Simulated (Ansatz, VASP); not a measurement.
One calculation of H, two programs

Contents of INCAR:

```
PREC     = Accurate       # precision mode
ENCUT    = 520            # plane-wave cutoff, eV
EDIFF    = 1E-6           # SCF threshold, eV
ISMEAR   = -1             # smearing method
SIGMA    = 0.05           # smearing width, eV
LREAL    = False          # projectors in reciprocal space
LASPH    = True           # aspherical terms in the spheres
NELM     = 60             # most SCF steps
ALGO     = Normal         # electronic algorithm
ISIF     = 2              # what is computed and relaxed
LWAVE    = False          # write WAVECAR
LCHARG   = False          # write CHGCAR
GGA      = PE             # functional
NBANDS   = 10             # bands
```

Contents of KPOINTS:

```
regular mesh
0
Gamma
  7 7 7
```

File POSCAR:

```
H
1.0
    2.6234813799     -2.5669048168      0.0000000000
    2.6234813799      2.5669048168      0.0000000000
    0.0000000000      0.0000000000      4.1418180000
H
4
Direct
    0.0342600000      0.9554870000      0.9334030000
    0.5466210000      0.4493160000      0.5615830000
    0.4483580000      0.5367250000      0.4389070000
    0.9595920000      0.0642330000      0.0668170000
```

File input.yaml:

```yaml
crystal:
  lattice:
    - [2.6234813799, -2.5669048168, 0.0]
    - [2.6234813799, 2.5669048168, 0.0]
    - [0.0, 0.0, 4.141818]
  atoms:
    - { symbol: H, position: [0.03426, 0.955487, 0.933403] }
    - { symbol: H, position: [0.546621, 0.449316, 0.561583] }
    - { symbol: H, position: [0.448358, 0.536725, 0.438907] }
    - { symbol: H, position: [0.959592, 0.064233, 0.066817] }
hamiltonian:
  xc: pbe
  pseudopotentials: { kind: paw }
kpoints:
  mp_grid: { grid: [7, 7, 7] }
scf:
  occupations: { method: fermi_dirac, width: 0.05 }
output:
  forces: true
  stress: true
  eigenvalues: true
  write_density: true
  write_potential: true
  elf: true
  volumetric_format: npy
```

Change from the starting cell: atoms moved at random, drawn with an rms of 0.05 Å.

Alike in both runs: task single point; functional PBE; k mesh 7 × 7 × 7; occupations fermi-dirac, width 0.05 eV; no spin polarisation.

|  | VASP | Ansatz |
| --- | --- | --- |
| version | VASP 6.6.1 | Ansatz 0.2.0 |
| potentials or method | VASP PAW PBE potentials, release 64 (H) | Ansatz PAW |
| plane-wave cutoff (eV) | 520 | 420 |
| valence electrons in the cell | 4 | 4 |

Ansatz gave:

* gap on the k mesh at the Fermi level (eV): 9.52
* least direct gap on the mesh (eV): 10.01
* pressure (GPa): 2.1
* traceless stress, the component that is largest in VASP (GPa): -1.92
* rms of the force components (eV/Å): 0.940

Which values does VASP return?

gap on the k mesh at the Fermi level (eV): 9.52; least direct gap on the mesh (eV): 10.01; pressure (GPa): 1.9; traceless stress, the component that is largest in VASP (GPa): -1.89; rms of the force components (eV/Å): 0.934.

Atom by atom the forces differ by 0.007 eV/Å (rms over components). The functional is the same, so the differences come from potentials, cutoffs and numerics.

Noted on Ansatz's run: odd divisions of the mesh miss points on the zone boundary, where band edges often lie, so the gap on the mesh can be too wide.
